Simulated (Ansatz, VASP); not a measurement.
**One calculation of Sb, two programs**

File POSCAR:

```
Sb
1.0
   -1.8713408863      1.8713408863      1.8713408863
    1.8713408863     -1.8713408863      1.8713408863
    1.8713408863      1.8713408863     -1.8713408863
Sb
1
Direct
    0.0000000000      0.0000000000      0.0000000000
```

Contents of INCAR.step1:

```
ALGO = Normal
EDIFF = 1E-5
EDIFFG = -0.005
ENCUT = 500
GGA = PE
GGA_COMPAT = F
IBRION = 2
ISIF = 3
ISMEAR = -1
LASPH = T
LCHARG = F
LREAL = F
LWAVE = T
NBANDS = 14
NELM = 120
NELMIN = 4
NSW = 100
PREC = Accurate
SIGMA = 0.05
```

The input INCAR.step2:

```
AEXX = 0.25
ALGO = Normal
EDIFF = 1E-7
EDIFFG = -0.01
ENCUT = 500
GGA = PE
GGA_COMPAT = F
HFSCREEN = 0.3
IBRION = 2
ISIF = 3
ISMEAR = -1
ISTART = 1
LASPH = T
LCHARG = F
LHFCALC = T
LREAL = F
LWAVE = F
NELM = 120
NELMIN = 4
NSW = 60
PREC = Accurate
PRECFOCK = Normal
SIGMA = 0.05
```

The input KPOINTS:

```
k-points
0
Gamma
  5 5 5
```

Contents of input:

```
crystal:
  lattice:
    - [-1.8713408863, 1.8713408863, 1.8713408863]
    - [1.8713408863, -1.8713408863, 1.8713408863]
    - [1.8713408863, 1.8713408863, -1.8713408863]
  atoms:
    - { symbol: Sb, position: [0.0, 0.0, 0.0] }
hamiltonian:
  xc: { exchange: pbe, correlation: pbe, exx: { coeff: 0.25, omega: 0.3 } }
  pseudopotentials: { kind: paw }
kpoints:
  mp_grid: { grid: [5, 5, 5] }
scf:
  occupations: { method: fermi_dirac, width: 0.05 }
output:
  forces: true
  stress: true
  eigenvalues: true
relax:
  f_tol: 0.01
  max_steps: 40
  cell: { stress_tol: 0.05 }
```

Alike in both runs: task relaxation of cell and atoms; functional PBE-based screened hybrid with a share of 0.25 of exact exchange and HFSCREEN = 0.3; k mesh 5 × 5 × 5; occupations fermi-dirac, width 0.05 eV; no spin polarisation.

```csv
,VASP,Ansatz
version,VASP 6.6.1,Ansatz 0.2.0
potentials or method,"VASP PAW PBE potentials, release 64 (Sb_d_GW)",Ansatz PAW
plane-wave cutoff (eV),500,420
valence electrons in the cell,15,15
```

Ansatz gave:

```
gap on the k mesh at the Fermi level, each at its own relaxed structure (eV)  : none
relaxed volume (Å³/atom)                                                      : 25.99
relaxed length of the cell vector where the two differ most in proportion (Å) : 3.232
```

Q: What did VASP give for the same quantities?

A: gap on the k mesh at the Fermi level, each at its own relaxed structure (eV): none; relaxed volume (Å³/atom): 25.98; relaxed length of the cell vector where the two differ most in proportion (Å): 3.232.

VASP's potentials were made for PBE, not for PBE-based screened hybrid. A gap of «none» marks a metal or a gap that the smearing closes.

The k mesh is coarse, so the values compare programs but aren't converged. Spin-orbit coupling is off throughout. Noted on Ansatz's run: the plane-wave basis is chosen anew once the cell has moved, so the energies of steps on either side of that aren't comparable.
